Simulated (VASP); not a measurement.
# MgB2Te4 (P6/mmm) in VASP: a series of runs, part 2 of 2

VASP 6.6.1. The steps go on from the part before.

### Step 3. Relaxation of cell and atoms, PBE

This run uses another cell than the first one, of 24.16 Å³/atom, 1.011 times its volume.

INCAR reads:

```
PREC     = Accurate       # precision mode
ENCUT    = 600            # plane-wave cutoff, eV
EDIFF    = 1E-6           # SCF threshold, eV
ISMEAR   = 0              # smearing method
SIGMA    = 0.1            # smearing width, eV
LREAL    = F              # projectors in reciprocal space
LASPH    = T              # aspherical terms in the spheres
NELM     = 100            # most SCF steps
ALGO     = Normal         # electronic algorithm
ISIF     = 3              # what is computed and relaxed
LWAVE    = F              # write WAVECAR
LCHARG   = F              # write CHGCAR
GGA      = PE             # functional
IBRION   = 2              # ionic algorithm
NSW      = 100            # ionic steps
EDIFFG   = -0.01          # ionic threshold
```

KPOINTS reads:

```
regular mesh
0
Gamma
  9 9 6
```

POSCAR reads:

```
MgB2Te4
1.0
    5.6026955749      0.0000000000      0.0000000000
   -2.8013477874      4.8520766975      0.0000000000
    0.0000000000      0.0000000000      6.2207512249
Mg B Te
1 2 4
Direct
    0.0000000000      0.0000000000      0.0000000000
    0.0000000000      0.0000000000      0.6306046818
    0.0000000000      0.0000000000      0.3693953182
    0.3333333333      0.6666666667      0.0000000000
    0.6666666667      0.3333333333      0.0000000000
    0.3333333333      0.6666666667      0.5000000000
    0.6666666667      0.3333333333      0.5000000000
```

Potentials or basis: VASP PAW PBE potentials, release 64 (Mg, B, Te).

Launch:

```
> cat potpaw_PBE.64/Mg/POTCAR potpaw_PBE.64/B/POTCAR potpaw_PBE.64/Te/POTCAR > POTCAR
> mpirun -np 1 vasp_std > vasp.out
```

OUTCAR:

```text
PREC = Accurate
   ENCUT = 600
   EDIFF = 1E-6
   ISMEAR = 0
   LREAL = F
   LASPH = T
   NELM = 100
   ISIF = 3
   GGA = PE
   IBRION = 2
   NSW = 100
   EDIFFG = -0.01

 ion  position               nearest neighbor table
   1  0.000  0.000  0.000-   2 2.30   3 2.30   4 3.23   5 3.23   4 3.23   5 3.23   5 3.23   4 3.23

   2  0.000  0.000  0.631-   3 1.62   1 2.30
   3  0.000  0.000  0.369-   2 1.62   1 2.30
   4  0.333  0.667  0.000-   6 3.11   6 3.11   5 3.23   1 3.23   5 3.23   1 3.23   1 3.23   5 3.23

   5  0.667  0.333  0.000-   7 3.11   7 3.11   4 3.23   1 3.23   4 3.23   1 3.23   1 3.23   4 3.23

   6  0.333  0.667  0.500-   4 3.11   4 3.11   7 3.23   7 3.23   7 3.23
   7  0.667  0.333  0.500-   5 3.11   5 3.11   6 3.23   6 3.23   6 3.23

  LATTYP: Found a hexagonal cell.
 ALAT       =     5.6026955749
 C/A-ratio  =     1.1103139804

  Lattice vectors:

 A1 = (   5.6026955749,   0.0000000000,   0.0000000000)
 A2 = (  -2.8013477874,   4.8520766975,   0.0000000000)
 A3 = (   0.0000000000,   0.0000000000,   6.2207512249)

Analysis of symmetry for initial positions (statically):
=====================================================================
 Subroutine PRICEL returns:
 Original cell was already a primitive cell.

 Routine SETGRP: Setting up the symmetry group for a
 hexagonal supercell.

 Subroutine GETGRP returns: Found 24 space group operations
 (whereof 24 operations were pure point group operations)
 out of a pool of 24 trial point group operations.

The static configuration has the point symmetry D_6h.

Analysis of symmetry for dynamics (positions and initial velocities):
=====================================================================
 Subroutine PRICEL returns:
 Original cell was already a primitive cell.

 Routine SETGRP: Setting up the symmetry group for a
 hexagonal supercell.

 Subroutine GETGRP returns: Found 24 space group operations
 (whereof 24 operations were pure point group operations)
 out of a pool of 24 trial point group operations.

The dynamic configuration has the point symmetry D_6h.

 Subroutine INISYM returns: Found 24 space group operations
 (whereof 24 operations are pure point group operations),
 and found     1 'primitive' translations

----------------------------------------------------------------------------------------

                                     Primitive cell

  volume of cell :     169.1093

  direct lattice vectors                    reciprocal lattice vectors
     5.602695575  0.000000000  0.000000000     0.178485514  0.103048660  0.000000000
    -2.801347787  4.852076698  0.000000000     0.000000000  0.206097319  0.000000000
     0.000000000  0.000000000  6.220751225     0.000000000  0.000000000  0.160752289

  length of vectors
     5.602695575  5.602695575  6.220751225     0.206097319  0.206097319  0.160752289

  position of ions in fractional coordinates (direct lattice)
     0.000000000  0.000000000  0.000000000
[... 38 lines left out ...]
 Subroutine IBZKPT returns following result:
 ===========================================

 Found     48 irreducible k-points:

 Following reciprocal coordinates:
            Coordinates               Weight
  0.000000  0.000000  0.000000      1.000000
  0.111111 -0.000000  0.000000      6.000000
  0.222222 -0.000000  0.000000      6.000000
  0.333333  0.000000  0.000000      6.000000
  0.444444 -0.000000  0.000000      6.000000
  0.111111  0.111111  0.000000      6.000000
[... 16 lines left out ...]
  0.333333  0.222222  0.166667     24.000000
  0.333333  0.333333  0.166667      4.000000
 [... further k-points ...]
   k-points           NKPTS =     48   k-points in BZ     NKDIM =     48   number of bands    NBANDS=     20
   number of dos      NEDOS =    301   number of ions     NIONS =      7
   total plane-waves  NPLWV = 115200
   dimension x,y,z NGX =    48 NGY =   48 NGZ =   50
   dimension x,y,z NGXF=    96 NGYF=   96 NGZF=  100
   ions per type =               1   2   4
   NGX,Y,Z   is equivalent  to a cutoff of  14.24, 14.24, 13.36 a.u.
   NGXF,Y,Z  is equivalent  to a cutoff of  28.49, 28.49, 26.72 a.u.
 SYSTEM =  unknown system
   PREC   = accura    normal or accurate (medium, high low for compatibility)
   ISTART =      0    job   : 0-new  1-cont  2-samecut
   ICHARG =      2    charge: 1-file 2-atom 10-const
   ISPIN  =      1    spin polarized calculation?
   LNONCOLLINEAR =      F non collinear calculations
   LSORBIT =      F    spin-orbit coupling
   LASPH  =      T    aspherical Exc in radial PAW
   ENCUT  =  600.0 eV  44.10 Ry    6.64 a.u.  11.19 11.19 12.42*2*pi/ulx,y,z
   NELM   =    100;   NELMIN=  2; NELMDL= -5     # of ELM steps
   EDIFF  = 0.1E-05   stopping-criterion for ELM
   LREAL  =      F    real-space projection
   EDIFFG = -.1E-01   stopping-criterion for IOM
   NSW    =    100    number of steps for IOM
   IBRION =      2    ionic relax: 0-MD 1-quasi-New 2-CG
   NFREE  =      1    steps in history (QN), initial steepest desc. (CG)
   ISIF   =      3    stress and relaxation
   ISYM   =      2    0-nonsym 1-usesym 2-fastsym
   POTIM  = 0.5000    time-step for ionic-motion
   TEBEG  =    0.0;   TEEND  =   0.0 temperature during run
   PSTRESS=    0.0 pullay stress
   NELECT =      32.0000    total number of electrons
   NUPDOWN=      -1.0000    fix difference up-down
   EMIN   =  10.00;   EMAX   =-10.00  energy-range for DOS
   EFERMI =   0.00;   METHOD = LEGACY
   ISMEAR =     0;   SIGMA  =   0.10  broadening in eV -4-tet -1-fermi 0-gaus
   EFERMI_NEDOS =   21; number of points for ismear=-14 and -15
   IALGO  =     38    algorithm
   IMIX   =      4    mixing-type and parameters
     AMIX     =   0.40;   BMIX     =  1.00
     AMIX_MAG =   1.60;   BMIX_MAG =  1.00
  volume/ion in A,a.u.               =      24.16       163.03
  Fermi-wavevector in a.u.,A,eV,Ry     =   0.939873  1.776102 12.018849  0.883360
  Thomas-Fermi vector in A             =   2.067228
   LORBIT       =      0    0 simple, 1 ext, 2 COOP (PROOUT), +10 PAW based schemes
   GGA     = PE    functional components
   LHFCALC =     F    Hartree Fock is set to
   AEXX    =    0.0000 exact exchange contribution
   IVDW    =     0    specifies the selected vdW correction
   LEPSILON=     F    determine dielectric tensor
   LRPA    =     F    only Hartree local field effects (RPA)
 conjugate gradient relaxation of ions
 non-spin polarized calculation
 Gauss-broadening in eV      SIGMA  =   0.10
  energy-cutoff  :      600.00
  volume of cell :      169.11
 maximum number of plane-waves:      5677
 NGX is ok and might be reduce to    48
   NGX = 23   NGY = 23   NGZ = 25

--------------------------------------- Ionic step        1  -------------------------------------------

 number of electron      31.9999998 magnetization

 Free energy of the ion-electron system (eV)
  ---------------------------------------------------
  ext. energy  EPLUGINS =         0.00000000
  ---------------------------------------------------
  free energy    TOTEN  =       -22.57292151 eV

  energy without entropy =      -22.55187588  energy(sigma->0) =      -22.56239870

------------------------ aborting loop because EDIFF is reached ----------------------------------------

  FORCE on cell =-STRESS in cart. coord.  units (eV):
  Direction    XX          YY          ZZ          XY          YZ          ZX
  --------------------------------------------------------------------------------------
  -------------------------------------------------------------------------------------
  Total       -0.7616673     -0.7616673      0.4841711     -0.0000000      0.0000000     -0.0000000
  in kB       -7.2161972     -7.2161972      4.5871389     -0.0000000      0.0000000     -0.0000000
  external PRESSURE =      -3.2817518 kB  Pullay stress =       0.0000000 kB
[... 192 lines left out ...]
--------------------------------------- Ionic step        6  -------------------------------------------

 number of electron      32.0000000 magnetization

 Free energy of the ion-electron system (eV)
  ---------------------------------------------------
  ext. energy  EPLUGINS =         0.00000000
  ---------------------------------------------------
  free energy    TOTEN  =       -22.58155425 eV

  energy without entropy =      -22.56184687  energy(sigma->0) =      -22.57170056

 E-fermi :   5.7795     XC(G=0):  -9.5719

 val. band max:        5.7706649265   @ k =   0.4444  -0.0000   0.3333
 cond. band min:       5.8166830299   @ k =   0.3333   0.1111   0.3333
 fundamental gap:      0.0460181033
 Fermi energy:         5.7795150226

 k-point     1 :       0.0000    0.0000    0.0000
  band No.  band energies     occupation
      1      -7.6351      2.00000
      2      -5.6618      2.00000
      3      -4.8765      2.00000
      4      -2.7973      2.00000
      5      -1.5372      2.00000
      6      -0.3127      2.00000
[... 541 lines left out ...]
     19       7.7109      0.00000
     20       7.7109      0.00000

 [... further k-points ...]
[... 5 lines left out ...]
  --------------------------------------------------------------------------------------
  -------------------------------------------------------------------------------------
  Total        0.0083439      0.0083439      0.0250646      0.0000000     -0.0000000      0.0000000
  in kB        0.0800094      0.0800094      0.2403441      0.0000000     -0.0000000      0.0000000
  external PRESSURE =       0.1334543 kB  Pullay stress =       0.0000000 kB
[... 22 lines left out ...]
  FREE ENERGIE OF THE ION-ELECTRON SYSTEM (eV)
  ---------------------------------------------------
  free  energy   TOTEN  =       -22.5815542454 eV

  energy  without entropy=      -22.5618468668  energy(sigma->0) =      -22.57170056

 reached required accuracy - stopping structural energy minimisation
```

Run time: 8.5 min. Hardware: 1 thread of Intel Xeon Platinum 8488C (Sapphire Rapids), shared host; peak memory 0.5 GiB.

Results:

| Property | Result |
| --- | --- |
| Free energy | -22.5816 eV |
| Relaxed volume | 23.87 Å³/atom |
| Relaxed cell | a = 5.554 Å, b = 5.554 Å, c = 6.254 Å, α = 90.00°, β = 90.00°, γ = 120.00° |
| Space group after relaxing (to 0.05 Å) | P6/mmm (No. 191) |
| Energy gained by relaxing | 1.2 meV/atom |
| Ionic steps | 6 |
| Pressure after relaxing | 0.0 GPa |
| Band gap on the k mesh | zero (band 16 reaches 6.96 eV, above the bottom of band 17 at 4.62 eV) |

The path:
| step | energy change (eV) | largest force (eV/Å) | pressure (GPa) | volume (Å³) |
| --- | --- | --- | --- | --- |
| 1 | 0.0000 | 0.0317 | -0.33 | 169.11 |
| 2 | -0.0072 | 0.0491 | -0.14 | 167.90 |
| 3 | -0.0085 | 0.0581 | -0.02 | 167.20 |
| 4 | -0.0086 | 0.0597 | -0.01 | 167.12 |
| 5 | -0.0084 | 0.0941 | 0.05 | 167.03 |
| 6 | -0.0086 | 0.0009 | 0.01 | 167.08 |

Final structure:
```yaml
crystal:
  lattice:
    - [5.55410, 0.00000, 0.00000]
    - [-2.77705, 4.80999, 0.00000]
    - [0.00000, 0.00000, 6.25431]
  atoms:
    - { symbol: Mg, position: [0.00000, 0.00000, 0.00000] }
    - { symbol: B, position: [0.00000, 0.00000, 0.62999] }
    - { symbol: B, position: [0.00000, 0.00000, 0.37000] }
    - { symbol: Te, position: [0.33333, 0.66667, 0.00000] }
    - { symbol: Te, position: [0.66667, 0.33333, 0.00000] }
    - { symbol: Te, position: [0.33333, 0.66667, 0.50000] }
    - { symbol: Te, position: [0.66667, 0.33333, 0.50000] }
```

Caveat: spin-orbit coupling is left out, which moves the levels of the heavy elements.

### Step 4. Single point, PBE

This run uses another cell than the first one, of 24.06 Å³/atom, 1.006 times its volume.

INCAR reads:

```
PREC     = Accurate       # precision mode
ENCUT    = 520            # plane-wave cutoff, eV
EDIFF    = 1E-7           # SCF threshold, eV
ISMEAR   = 0              # smearing method
SIGMA    = 0.1            # smearing width, eV
LREAL    = F              # projectors in reciprocal space
LASPH    = T              # aspherical terms in the spheres
NELM     = 100            # most SCF steps
ALGO     = Normal         # electronic algorithm
ISIF     = 2              # what is computed and relaxed
LWAVE    = F              # write WAVECAR
LCHARG   = F              # write CHGCAR
GGA      = PE             # functional
NBANDS   = 25             # bands
```

KPOINTS reads:

```
regular mesh
0
Gamma
  3 3 4
```

POSCAR reads:

```
MgB2Te4
1.0
    5.6168439098      0.0000000000      0.0000000000
   -2.8084219549      4.8643295150      0.0000000000
    0.0000000000      0.0000000000      6.1638945427
Mg B Te
1 2 4
Direct
    0.0000000000      0.0000000000      0.0000000000
    0.0000000000      0.0000000000      0.6316315009
    0.0000000000      0.0000000000      0.3683684991
    0.3333333333      0.6666666667      0.0000000000
    0.6666666667      0.3333333333      0.0000000000
    0.3333333333      0.6666666667      0.5000000000
    0.6666666667      0.3333333333      0.5000000000
```

Potentials or basis: VASP PAW PBE potentials, release 64 (Mg, B, Te).

Launch:

```
> cat potpaw_PBE.64/Mg/POTCAR potpaw_PBE.64/B/POTCAR potpaw_PBE.64/Te/POTCAR > POTCAR
> mpirun -np 1 vasp_std > vasp.out
```

OUTCAR:

```text
PREC = Accurate
   ENCUT = 520
   EDIFF = 1E-7
   ISMEAR = 0
   LREAL = F
   LASPH = T
   NELM = 100
   ISIF = 2
   GGA = PE

 ion  position               nearest neighbor table
   1  0.000  0.000  0.000-   2 2.27   3 2.27   4 3.24   5 3.24   5 3.24   4 3.24   5 3.24   4 3.24

   2  0.000  0.000  0.632-   3 1.62   1 2.27
   3  0.000  0.000  0.368-   2 1.62   1 2.27
   4  0.333  0.667  0.000-   6 3.08   6 3.08   1 3.24   5 3.24   5 3.24   1 3.24   1 3.24   5 3.24

   5  0.667  0.333  0.000-   7 3.08   7 3.08   4 3.24   1 3.24   4 3.24   1 3.24   1 3.24   4 3.24

   6  0.333  0.667  0.500-   4 3.08   4 3.08   7 3.24   7 3.24   7 3.24
   7  0.667  0.333  0.500-   5 3.08   5 3.08   6 3.24   6 3.24   6 3.24

  LATTYP: Found a hexagonal cell.
 ALAT       =     5.6168439098
 C/A-ratio  =     1.0973946653

  Lattice vectors:

 A1 = (   5.6168439098,   0.0000000000,   0.0000000000)
 A2 = (  -2.8084219549,   4.8643295150,   0.0000000000)
 A3 = (   0.0000000000,   0.0000000000,   6.1638945427)

Analysis of symmetry for initial positions (statically):
=====================================================================
 Subroutine PRICEL returns:
 Original cell was already a primitive cell.

 Routine SETGRP: Setting up the symmetry group for a
 hexagonal supercell.

 Subroutine GETGRP returns: Found 24 space group operations
 (whereof 24 operations were pure point group operations)
 out of a pool of 24 trial point group operations.

The static configuration has the point symmetry D_6h.

Analysis of symmetry for dynamics (positions and initial velocities):
=====================================================================
 Subroutine PRICEL returns:
 Original cell was already a primitive cell.

 Routine SETGRP: Setting up the symmetry group for a
 hexagonal supercell.

 Subroutine GETGRP returns: Found 24 space group operations
 (whereof 24 operations were pure point group operations)
[... 119 lines left out ...]
  Thomas-Fermi vector in A             =   2.068654
   LORBIT       =      0    0 simple, 1 ext, 2 COOP (PROOUT), +10 PAW based schemes
   GGA     = PE    functional components
   LHFCALC =     F    Hartree Fock is set to
   AEXX    =    0.0000 exact exchange contribution
   IVDW    =     0    specifies the selected vdW correction
   LEPSILON=     F    determine dielectric tensor
   LRPA    =     F    only Hartree local field effects (RPA)
 non-spin polarized calculation
 Gauss-broadening in eV      SIGMA  =   0.10
  energy-cutoff  :      520.00
  volume of cell :      168.41
 maximum number of plane-waves:      4595
 NGX is ok and might be reduce to    42
   NGX = 21   NGY = 21   NGZ = 23

 number of electron      32.0000001 magnetization

 Free energy of the ion-electron system (eV)
  ---------------------------------------------------
  ext. energy  EPLUGINS =         0.00000000
  ---------------------------------------------------
  free energy    TOTEN  =       -22.60144835 eV

  energy without entropy =      -22.58776759  energy(sigma->0) =      -22.59460797

 E-fermi :   5.8006     XC(G=0):  -9.5311

 val. band max:        5.7725647554   @ k =   0.3333  -0.0000   0.5000
 cond. band min:       5.9309971728   @ k =   0.3333  -0.0000   0.0000
 fundamental gap:      0.1584324175
 Fermi energy:         5.8005892620

 k-point     1 :       0.0000    0.0000    0.0000
  band No.  band energies     occupation
      1      -7.6834      2.00000
      2      -5.5258      2.00000
      3      -5.1173      2.00000
      4      -2.8470      2.00000
      5      -1.7636      2.00000
      6      -0.4078      2.00000
[... 241 lines left out ...]
     24       9.4333      0.00000
     25      12.0671      0.00000

------------------------ aborting loop because EDIFF is reached ----------------------------------------

  FORCE on cell =-STRESS in cart. coord.  units (eV):
  Direction    XX          YY          ZZ          XY          YZ          ZX
  --------------------------------------------------------------------------------------
  -------------------------------------------------------------------------------------
  Total       -0.0946927     -0.0946927     -0.0786370      0.0000000      0.0000000      0.0000000
  in kB       -0.9008581     -0.9008581     -0.7481130      0.0000000      0.0000000      0.0000000
  external PRESSURE =      -0.8499431 kB  Pullay stress =       0.0000000 kB

 VOLUME and BASIS-vectors are now :
 -----------------------------------------------------------------------------
  energy-cutoff  :      520.00
  volume of cell :      168.41
      direct lattice vectors                 reciprocal lattice vectors
     5.616843910  0.000000000  0.000000000     0.178035925  0.102789089  0.000000000
    -2.808421955  4.864329515  0.000000000     0.000000000  0.205578178  0.000000000
     0.000000000  0.000000000  6.163894543     0.000000000  0.000000000  0.162235092

 POSITION                                       TOTAL-FORCE (eV/Angst)
 -----------------------------------------------------------------------------------
      0.00000      0.00000      0.00000         0.000000     -0.000000     -0.000000
      0.00000      0.00000      3.89331         0.000000     -0.000000      0.019536
      0.00000      0.00000      2.27058         0.000000      0.000000     -0.019536
     -0.00000      3.24289      0.00000        -0.000000     -0.000000     -0.000000
      2.80842      1.62144      0.00000        -0.000000      0.000000     -0.000000
     -0.00000      3.24289      3.08195         0.000000     -0.000000     -0.000000
      2.80842      1.62144      3.08195        -0.000000     -0.000000     -0.000000
 -----------------------------------------------------------------------------------
    total drift:                               -0.000000      0.000000      0.000000

  FREE ENERGIE OF THE ION-ELECTRON SYSTEM (eV)
  ---------------------------------------------------
  free  energy   TOTEN  =       -22.6014483465 eV

  energy  without entropy=      -22.5877675864  energy(sigma->0) =      -22.59460797
```

Wall time 48 s (1 thread of Intel Xeon Platinum 8488C (Sapphire Rapids), shared host); peak memory 0.29 GiB.

What came out:

```yaml
Free_energy: -22.6014 eV
Pressure: -0.1 GPa
Largest_force: 0.020 eV/Å
Band_gap_on_the_k_mesh: zero (band 16 reaches 6.77 eV, above the bottom of band 17 at 4.68 eV)
```

Forces on the atoms (eV/Å):
```
Mg   0.000  0.000  0.000
B    0.000  0.000  0.020
B    0.000  0.000 -0.020
Te   0.000  0.000  0.000
Te   0.000  0.000  0.000
Te   0.000  0.000  0.000
Te   0.000  0.000  0.000
```

Caveat: the k points lie up to 0.43 Å⁻¹ apart; spin-orbit coupling is left out, which moves the levels of the heavy elements.

### Step 5. Summary

```tsv
task	cell	k mesh	cutoff (eV)	gap on the mesh (eV)	pressure (GPa)	largest force (eV/Å)
single point	a = 5.557, b = 5.557, c = 6.257 Å, angles 90.0, 90.0, 120.0°, 7 atoms	9 × 9 × 6	520	none	-0.1	0.02
relaxation of cell and atoms	relaxed from a = 5.603, b = 5.603, c = 6.221 Å, angles 90.0, 90.0, 120.0°, 7 atoms	9 × 9 × 6	600	none	0.0	-
single point	a = 5.617, b = 5.617, c = 6.164 Å, angles 90.0, 90.0, 120.0°, 7 atoms	3 × 3 × 4	520	none	-0.1	0.02
```

Alike in all rows: level PBE; potentials or basis VASP PAW PBE potentials, release 64 (Mg, B, Te); no spin polarisation; smearing gaussian 0.1 eV.

Caveats: some runs use coarse meshes; spin-orbit coupling is left out, which moves the levels of the heavy elements.

Total energies depend on the potentials used, so only differences within one code and one set of settings carry meaning.
